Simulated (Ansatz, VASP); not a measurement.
Given: the input of a run of Ansatz 0.2.0 on FeO.

File input.yaml:

```yaml
crystal:
  lattice:
    - [0.0, 2.1554, 2.1554]
    - [2.1554, 0.0, 2.1554]
    - [2.1554, 2.1554, 0.0]
  atoms:
    - { symbol: Fe, position: [0.0, 0.0, 0.0], spin: 3.0 }
    - { symbol: O, position: [0.5, 0.5, 0.5] }
kpoints:
  mp_grid: { grid: [8, 8, 8] }
scf:
  occupations: { method: fermi_dirac, width: 0.05 }
hamiltonian:
  xc: pbe
  pseudopotentials: { kind: all_electron, lapw: { basis_error: 0.001 } }
magnetization:
  spin_polarized: true
output:
  forces: true
  stress: true
relax:
  f_tol: 0.02
  max_steps: 60
  cell: {}
```

Potentials or basis: all-electron LAPW, scalar-relativistic.

The run is started by

```console
$ ansatz run input.yaml --threads 2 --pin off --max-ram 6144MiB --backend cpu --events-out ev --progress --plain --runs-dir out
```

Set up the same calculation for VASP 6.6.1. Potentials there: VASP PAW PBE potentials, release 64 (Fe, O).

As run (the cutoff follows the program's own potentials):

File INCAR:

```
SYSTEM = FeO
ALGO     = Normal         ! electronic algorithm
EDIFF    = 1E-6           ! SCF threshold, eV
EDIFFG   = -0.02          ! ionic threshold
ENCUT    = 600            ! plane-wave cutoff, eV
GGA      = PE             ! functional
IBRION   = 2              ! ionic algorithm
ISIF     = 3              ! what is computed and relaxed
ISMEAR   = -1             ! smearing method
ISPIN    = 2              ! spin polarisation
LASPH    = .TRUE.         ! aspherical terms in the spheres
LCHARG   = .FALSE.        ! write CHGCAR
LMAXMIX  = 4              ! l up to which the mixer works
LORBIT   = 11             ! projections on sites
LREAL    = .FALSE.        ! projectors in reciprocal space
LWAVE    = .FALSE.        ! write WAVECAR
MAGMOM   = 3 0            ! initial moments
NELM     = 150            ! most SCF steps
NSW      = 80             ! ionic steps
PREC     = Accurate       ! precision mode
SIGMA    = 0.05           ! smearing width, eV
```

The input KPOINTS:

```
k-points
0
G
  8 8 8
  0 0 0
```

Contents of POSCAR:

```
FeO
1.0
    0.0000000000      2.1554000000      2.1554000000
    2.1554000000      0.0000000000      2.1554000000
    2.1554000000      2.1554000000      0.0000000000
Fe O
1 1
Direct
    0.0000000000      0.0000000000      0.0000000000
    0.5000000000      0.5000000000      0.5000000000
```

Potentials or basis: VASP PAW PBE potentials, release 64 (Fe, O).

The run is started by

```sh
$ cat potpaw_PBE.64/Fe/POTCAR potpaw_PBE.64/O/POTCAR > POTCAR
$ mpirun -np 1 vasp_std > vasp.out
```

Both were run:

|  | VASP | Ansatz | Ansatz less VASP |
| --- | --- | --- | --- |
| net moment per atom (μB) | 2.00 | 2.00 | +0.001 |
| size of the moment on the site where the two differ most (μB) | 0.30 | 0.32 | +0.016 |
| relaxed volume (Å³/atom) | 9.98 | 10.00 | +0.018 |
| relaxed cell length with the largest relative difference (Å) | 3.045 | 3.047 | +0.0018 |

Site moments also hang on the region over which each program counts them. Ansatz ran all-electron here, and VASP with PAW potentials.

Noted on Ansatz's run: the k mesh is thin for a metal, which can move the energy by tens of meV per atom.
